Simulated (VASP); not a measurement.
# Ag (Fm-3m) in VASP: further runs

Ag is run at these levels: PBEsol; tasks: single point, relaxation of cell and atoms.

All numbers are computed with VASP 6.6.1; they aren't measurements. Logs are shortened: lines on timing, memory, paths and dates and some standing lists are left out, and cuts for length are marked.

### 1 The cell of the first run

The structure is cubic, space group Fm-3m (No. 225). The conventional cell has a = 4.054 Å, b = 4.054 Å, c = 4.054 Å, α = 90.00°, β = 90.00°, γ = 90.00°. Within 3.8 Å of Ag (site symmetry m-3m) lie 12 Ag at 2.87 Å.

### 2 Single point, PBEsol

INCAR reads:

```
  PREC = Accurate
  ENCUT = 520
  EDIFF = 1E-6
  ISMEAR = -1
  SIGMA = 0.1
  LREAL = False
  LASPH = True
  NELM = 80
  ALGO = Normal
  ISIF = 2
  LWAVE = False
  LCHARG = False
  GGA = PS
  NBANDS = 12
```

KPOINTS reads:

```
Automatic mesh
0
Gamma
  17 17 17
```

POSCAR reads:

```
Ag
1.0
    0.0000000000      2.0267726252      2.0267726252
    2.0267726252      0.0000000000      2.0267726252
    2.0267726252      2.0267726252      0.0000000000
Ag
1
Direct
    0.0000000000      0.0000000000      0.0000000000
```

Potentials or basis: VASP PAW PBE potentials, release 64 (Ag).

Launch:

```sh
$ cat potpaw_PBE.64/Ag/POTCAR > POTCAR
$ mpirun -np 1 vasp_std > vasp.out
```

OUTCAR:

```text
PREC = Accurate
   ENCUT = 520
   EDIFF = 1E-6
   ISMEAR = -1
   LREAL = False
   LASPH = True
   NELM = 80
   ISIF = 2
   GGA = PS

 ion  position               nearest neighbor table
   1  0.000  0.000  0.000-

  LATTYP: Found a face centered cubic cell.
 ALAT       =     4.0535452504

  Lattice vectors:

 A1 = (   0.0000000000,   2.0267726252,   2.0267726252)
 A2 = (   2.0267726252,   0.0000000000,   2.0267726252)
 A3 = (   2.0267726252,   2.0267726252,   0.0000000000)

Analysis of symmetry for initial positions (statically):
=====================================================================
 Subroutine PRICEL returns:
 Original cell was already a primitive cell.

 Routine SETGRP: Setting up the symmetry group for a
 face centered cubic supercell.

 Subroutine GETGRP returns: Found 48 space group operations
 (whereof 48 operations were pure point group operations)
 out of a pool of 48 trial point group operations.

The static configuration has the point symmetry O_h .

Analysis of symmetry for dynamics (positions and initial velocities):
=====================================================================
 Subroutine PRICEL returns:
 Original cell was already a primitive cell.

 Routine SETGRP: Setting up the symmetry group for a
 face centered cubic supercell.

 Subroutine GETGRP returns: Found 48 space group operations
 (whereof 48 operations were pure point group operations)
 out of a pool of 48 trial point group operations.

The dynamic configuration has the point symmetry O_h .

 Subroutine INISYM returns: Found 48 space group operations
 (whereof 48 operations are pure point group operations),
 and found     1 'primitive' translations

----------------------------------------------------------------------------------------

                                     Primitive cell

  volume of cell :      16.6512

  direct lattice vectors                    reciprocal lattice vectors
     0.000000000  2.026772625  2.026772625    -0.246697628  0.246697628  0.246697628
     2.026772625  0.000000000  2.026772625     0.246697628 -0.246697628  0.246697628
     2.026772625  2.026772625  0.000000000     0.246697628  0.246697628 -0.246697628

  length of vectors
     2.866289334  2.866289334  2.866289334     0.427292827  0.427292827  0.427292827

  position of ions in fractional coordinates (direct lattice)
     0.000000000  0.000000000  0.000000000

  ion indices of the primitive-cell ions
   primitive index   ion index
                 1           1

----------------------------------------------------------------------------------------

 KPOINTS: Automatic mesh

Automatic generation of k-mesh.
 Grid dimensions read from file:
 generate k-points for:   17   17   17

 Generating k-lattice:

  Cartesian coordinates                     Fractional coordinates (reciprocal lattice)
    -0.014511625  0.014511625  0.014511625     0.058823529  0.000000000  0.000000000
     0.014511625 -0.014511625  0.014511625     0.000000000  0.058823529  0.000000000
     0.014511625  0.014511625 -0.014511625     0.000000000  0.000000000  0.058823529

  Length of vectors
     0.025134872  0.025134872  0.025134872

  Shift w.r.t. Gamma in fractional coordinates (k-lattice)
     0.000000000  0.000000000  0.000000000

 Subroutine IBZKPT returns following result:
 ===========================================

 Found    165 irreducible k-points:

 Following reciprocal coordinates:
            Coordinates               Weight
  0.000000  0.000000  0.000000      1.000000
  0.058824  0.000000  0.000000      8.000000
  0.117647  0.000000  0.000000      8.000000
  0.176471  0.000000  0.000000      8.000000
  0.235294  0.000000  0.000000      8.000000
  0.294118  0.000000  0.000000      8.000000
[... 16 lines left out ...]
 -0.176471  0.058824  0.000000     24.000000
 -0.117647  0.058824  0.000000     24.000000
 [... further k-points ...]
   k-points           NKPTS =    165   k-points in BZ     NKDIM =    165   number of bands    NBANDS=     12
   number of dos      NEDOS =    301   number of ions     NIONS =      1
   total plane-waves  NPLWV =  13824
   dimension x,y,z NGX =    24 NGY =   24 NGZ =   24
   dimension x,y,z NGXF=    48 NGYF=   48 NGZF=   48
   ions per type =               1
   NGX,Y,Z   is equivalent  to a cutoff of  13.92, 13.92, 13.92 a.u.
   NGXF,Y,Z  is equivalent  to a cutoff of  27.84, 27.84, 27.84 a.u.
 SYSTEM =  unknown system
   PREC   = accura    normal or accurate (medium, high low for compatibility)
   ISTART =      0    job   : 0-new  1-cont  2-samecut
   ICHARG =      2    charge: 1-file 2-atom 10-const
   ISPIN  =      1    spin polarized calculation?
   LNONCOLLINEAR =      F non collinear calculations
   LSORBIT =      F    spin-orbit coupling
   LASPH  =      T    aspherical Exc in radial PAW
   ENCUT  =  520.0 eV  38.22 Ry    6.18 a.u.   5.33  5.33  5.33*2*pi/ulx,y,z
   NELM   =     80;   NELMIN=  2; NELMDL= -5     # of ELM steps
   EDIFF  = 0.1E-05   stopping-criterion for ELM
   LREAL  =      F    real-space projection
   EDIFFG = 0.1E-04   stopping-criterion for IOM
   NSW    =      0    number of steps for IOM
   IBRION =     -1    ionic relax: 0-MD 1-quasi-New 2-CG
   NFREE  =      0    steps in history (QN), initial steepest desc. (CG)
   ISIF   =      2    stress and relaxation
   ISYM   =      2    0-nonsym 1-usesym 2-fastsym
   POTIM  = 0.5000    time-step for ionic-motion
   TEBEG  =    0.0;   TEEND  =   0.0 temperature during run
   PSTRESS=    0.0 pullay stress
   NELECT =      11.0000    total number of electrons
   NUPDOWN=      -1.0000    fix difference up-down
   EMIN   =  10.00;   EMAX   =-10.00  energy-range for DOS
   EFERMI =   0.00;   METHOD = LEGACY
   ISMEAR =    -1;   SIGMA  =   0.10  broadening in eV -4-tet -1-fermi 0-gaus
   EFERMI_NEDOS =   21; number of points for ismear=-14 and -15
   IALGO  =     38    algorithm
   IMIX   =      4    mixing-type and parameters
     AMIX     =   0.40;   BMIX     =  1.00
     AMIX_MAG =   1.60;   BMIX_MAG =  1.00
  volume/ion in A,a.u.               =      16.65       112.37
  Fermi-wavevector in a.u.,A,eV,Ry     =   1.425796  2.694364 27.659202  2.032894
  Thomas-Fermi vector in A             =   2.546142
   LORBIT       =      0    0 simple, 1 ext, 2 COOP (PROOUT), +10 PAW based schemes
   GGA     = PS    functional components
   LHFCALC =     F    Hartree Fock is set to
   AEXX    =    0.0000 exact exchange contribution
   IVDW    =     0    specifies the selected vdW correction
   LEPSILON=     F    determine dielectric tensor
   LRPA    =     F    only Hartree local field effects (RPA)
 non-spin polarized calculation
  energy-cutoff  :      520.00
  volume of cell :       16.65
 maximum number of plane-waves:       462
 NGX is ok and might be reduce to    24
   NGX = 11   NGY = 11   NGZ = 11

 number of electron      11.0000001 magnetization

 Free energy of the ion-electron system (eV)
  ---------------------------------------------------
  ext. energy  EPLUGINS =         0.00000000
  ---------------------------------------------------
  free energy    TOTEN  =        -3.31153395 eV

  energy without entropy =       -3.30078915  energy(sigma->0) =       -3.30616155

 E-fermi :   8.6303     XC(G=0): -12.5547

 val. band max:        8.6144379740   @ k =  -0.4118   0.1176   0.0000
 cond. band min:       8.6409713373   @ k =  -0.3529   0.1765   0.0000
 fundamental gap:      0.0265333633
 Fermi energy:         8.6303080036

 k-point     1 :       0.0000    0.0000    0.0000
  band No.  band energies     occupation
      1       0.5572      2.00000
      2       3.7035      2.00000
      3       3.7035      2.00000
      4       3.7035      2.00000
      5       4.7947      2.00000
      6       4.7947      2.00000
      7      24.5998      0.00000
      8      28.3126      0.00000
      9      28.3126      0.00000
     10      28.3126      0.00000
     11      33.1932      0.00000
     12      34.4755      0.00000

 k-point     2 :       0.0588    0.0000    0.0000
  band No.  band energies     occupation
      1       0.6678      2.00000
      2       3.6765      2.00000
      3       3.7350      2.00000
      4       3.7350      2.00000
      5       4.7823      2.00000
      6       4.7823      2.00000
      7      24.6328      0.00000
      8      27.3876      0.00000
      9      28.3671      0.00000
     10      28.3671      0.00000
     11      33.3312      0.00000
     12      34.3271      0.00000

 k-point     3 :       0.1176    0.0000    0.0000
  band No.  band energies     occupation
      1       0.9858      2.00000
      2       3.6152      2.00000
      3       3.8155      2.00000
      4       3.8155      2.00000
      5       4.7594      2.00000
      6       4.7594      2.00000
      7      24.3524      0.00000
      8      25.9059      0.00000
      9      28.5004      0.00000
     10      28.5004      0.00000
     11      32.3978      0.00000
     12      33.8261      0.00000

 k-point     4 :       0.1765    0.0000    0.0000
  band No.  band energies     occupation
      1       1.4538      2.00000
      2       3.5926      2.00000
      3       3.8982      2.00000
      4       3.8982      2.00000
      5       4.7721      2.00000
      6       4.7721      2.00000
      7      22.6566      0.00000
      8      25.5160      0.00000
      9      28.6152      0.00000
     10      28.6152      0.00000
     11      31.6377      0.00000
     12      33.0192      0.00000

 k-point     5 :       0.2353    0.0000    0.0000
  band No.  band energies     occupation
      1       1.9075      2.00000
      2       3.7904      2.00000
      3       3.9206      2.00000
      4       3.9206      2.00000
      5       4.8788      2.00000
      6       4.8788      2.00000
      7      20.4222      0.00000
      8      25.3146      0.00000
      9      28.5411      0.00000
     10      28.5411      0.00000
     11      31.5730      0.00000
     12      32.2358      0.00000
[... 228 lines left out ...]
      1       2.2110      2.00000
      2       3.8207      2.00000
      3       3.8879      2.00000
      4       4.4773      2.00000
      5       5.0071      2.00000
      6       5.6187      2.00000
      7      17.4581      0.00000
      8      24.4181      0.00000
      9      26.6241      0.00000
     10      29.0481      0.00000
     11      31.2026      0.00000
     12      31.3535      0.00000

 k-point    22 :      -0.2353    0.0588    0.0000
  band No.  band energies     occupation
      1       2.0978      2.00000
      2       3.7508      2.00000
      3       3.9569      2.00000
      4       3.9873      2.00000
      5       4.7748      2.00000
      6       5.2076      2.00000
      7      19.7304      0.00000
      8      24.7641      0.00000
      9      27.2416      0.00000
     10      30.0678      0.00000
     11      30.5406      0.00000
     12      31.3467      0.00000

 k-point    23 :      -0.1765    0.0588    0.0000
  band No.  band energies     occupation
      1       1.7094      2.00000
      2       3.5323      2.00000
      3       3.9563      2.00000
      4       3.9593      2.00000
      5       4.6480      2.00000
      6       4.9692      2.00000
      7      22.0070      0.00000
      8      25.0281      0.00000
      9      27.6188      0.00000
     10      29.9494      0.00000
     11      30.4798      0.00000
     12      32.5092      0.00000

 k-point    24 :      -0.1176    0.0588    0.0000
  band No.  band energies     occupation
      1       1.2225      2.00000
      2       3.5437      2.00000
      3       3.8712      2.00000
      4       3.8994      2.00000
      5       4.6541      2.00000
      6       4.8541      2.00000
      7      24.0161      0.00000
      8      25.2992      0.00000
      9      27.6317      0.00000
     10      29.4148      0.00000
     11      31.3434      0.00000
     12      33.8845      0.00000

 [... further k-points ...]

------------------------ aborting loop because EDIFF is reached ----------------------------------------

  FORCE on cell =-STRESS in cart. coord.  units (eV):
  Direction    XX          YY          ZZ          XY          YZ          ZX
  --------------------------------------------------------------------------------------
  -------------------------------------------------------------------------------------
  Total       -0.0234650     -0.0234650     -0.0234650      0.0000000      0.0000000     -0.0000000
  in kB       -2.2578034     -2.2578034     -2.2578034      0.0000000      0.0000000     -0.0000000
  external PRESSURE =      -2.2578034 kB  Pullay stress =       0.0000000 kB

 VOLUME and BASIS-vectors are now :
 -----------------------------------------------------------------------------
  energy-cutoff  :      520.00
  volume of cell :       16.65
      direct lattice vectors                 reciprocal lattice vectors
     0.000000000  2.026772625  2.026772625    -0.246697628  0.246697628  0.246697628
     2.026772625  0.000000000  2.026772625     0.246697628 -0.246697628  0.246697628
     2.026772625  2.026772625  0.000000000     0.246697628  0.246697628 -0.246697628

 POSITION                                       TOTAL-FORCE (eV/Angst)
 -----------------------------------------------------------------------------------
      0.00000      0.00000      0.00000        -0.000000     -0.000000     -0.000000
 -----------------------------------------------------------------------------------
    total drift:                               -0.000000     -0.000000     -0.000000

  FREE ENERGIE OF THE ION-ELECTRON SYSTEM (eV)
  ---------------------------------------------------
  free  energy   TOTEN  =        -3.3115339540 eV

  energy  without entropy=       -3.3007891500  energy(sigma->0) =       -3.30616155
```

It took 34 s on 1 thread of AMD EPYC 7R13, shared host; peak memory 0.13 GiB.

What came out:

```
Free energy            : -3.3115 eV
Pressure               : -0.2 GPa
Band gap on the k mesh : zero (an odd number of electrons rules out a gap without spin polarisation)
```

Levels at points of the mesh, in eV from the Fermi level:
```csv
k point,band 2,band 3,band 4,band 5,band 6,band 7,band 8,band 9,band 10,band 11
"(0.00, 0.00, 0.00)",-4.93,-4.93,-4.93,-3.84,-3.84,15.97,19.68,19.68,19.68,24.56
```

Caveat: the PAW data sets were made with another functional, which shifts forces and pressure a little.

[end of part 1 of 2]
